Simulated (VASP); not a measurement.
Write the native input for VASP 6.6.1 that does the following.

| Quantity | Value |
| --- | --- |
| Task | relaxation of cell and atoms |
| Functional | PBEsol |
| Potentials or basis | VASP PAW PBE potentials, release 64 (Ti_sv) |
| Cutoff | 600 eV |
| k mesh | 18 × 18 × 10 |
| Occupations | fermi-dirac, width 0.08 eV |
| Spin | no spin polarisation |
| Target pressure | 10 GPa |
| Dipole correction | no |
| Further INCAR settings | ALGO = Normal; EDIFF = 1e-06; IBRION = 2; EDIFFG = -0.002; NSW = 100; ISIF = 3 |

The structure of Ti lies in POSCAR:

```
Ti
1.0
    2.9009130925      0.0000000000      0.0000000000
   -1.4504565462      2.5122644322      0.0000000000
    0.0000000000      0.0000000000      4.5923241493
Ti
2
Direct
    0.3333333333      0.6666666667      0.2500000000
    0.6666666667      0.3333333333      0.7500000000
```

These files were run (other wordings do the same):

INCAR

```
SYSTEM = Ti
ALGO = Normal ; EDIFF = 1E-6
EDIFFG = -0.002 ; ENCUT = 600
GGA = PS ; IBRION = 2
ISIF = 3 ; ISMEAR = -1
LASPH = .TRUE. ; LCHARG = .FALSE.
LREAL = .FALSE. ; LWAVE = .FALSE.
NELM = 60 ; NSW = 100
PREC = Accurate ; PSTRESS = 100.0
SIGMA = 0.08
```

KPOINTS

```
k-points
0
G
  18 18 10
  0 0 0
```

Potentials or basis: VASP PAW PBE potentials, release 64 (Ti_sv).

Launch:

```console
$ cat potpaw_PBE.64/Ti_sv/POTCAR > POTCAR
$ mpirun -np 1 vasp_std > vasp.out
```

It gave:

The relaxed volume is 15.49 Å³/atom, the relaxed cell is a = 2.825 Å, b = 2.825 Å, c = 4.482 Å, α = 90.00°, β = 90.00°, γ = 120.00° and the space group after relaxing (to 0.1 Å) is P6_3/mmc (No. 194). The energy change on relaxing (the run minimises the enthalpy) is +35.4 meV/atom. The ionic steps are 20. The pressure after relaxing is 10.0 GPa and the band gap on the k mesh is zero (bands 12 and 13 overlap by 1.21 eV).

Caveat: the cell is relaxed towards a set pressure, so the run minimises the enthalpy, not the energy; the PAW data sets were made with another functional, which shifts forces and pressure a little.

Wall time 12 min on 1 thread of AMD EPYC 9R45 96-Core Processor (Zen 5), with other jobs on the host, peak memory 0.24 GiB.
